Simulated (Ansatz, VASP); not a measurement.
# ReOs: VASP beside Ansatz

```
Re Os
1.0
     2.75733    0.00000    0.00000
    -1.37867    2.38792    0.00000
     0.00000    0.00000    4.38243
Re Os
1 1
Cartesian
  1.3787 0.7960 2.1912
  0.0000 0.0000 0.0000
```

Alike in both runs: task single point; functional LDA; k mesh 9 × 9 × 5; occupations methfessel-paxton of order 1, width 0.1 eV; no spin polarisation.

```csv
,VASP,Ansatz
version,VASP 6.6.1,Ansatz 0.2.0
potentials or method,"VASP PAW LDA potentials, release 64 (Re, Os)","plane waves, PAW"
plane-wave cutoff (eV),520,420
valence electrons in the cell,15,31
```

VASP gave:

| Quantity | Value |
| --- | --- |
| pressure (GPa) | -11.3 |
| traceless stress, the component that is largest in VASP (GPa) | 0.56 |

Estimate Ansatz's values.

pressure (GPa): -12.1; traceless stress, the component that is largest in VASP (GPa): 0.64.

LDA's correlation is that of Perdew and Zunger in VASP and of Perdew and Wang (1992) in Ansatz. VASP's potentials hold 15 valence electrons a cell and Ansatz's 31, so a difference there can come from the potentials and not from the codes.

Spin-orbit coupling is off throughout.
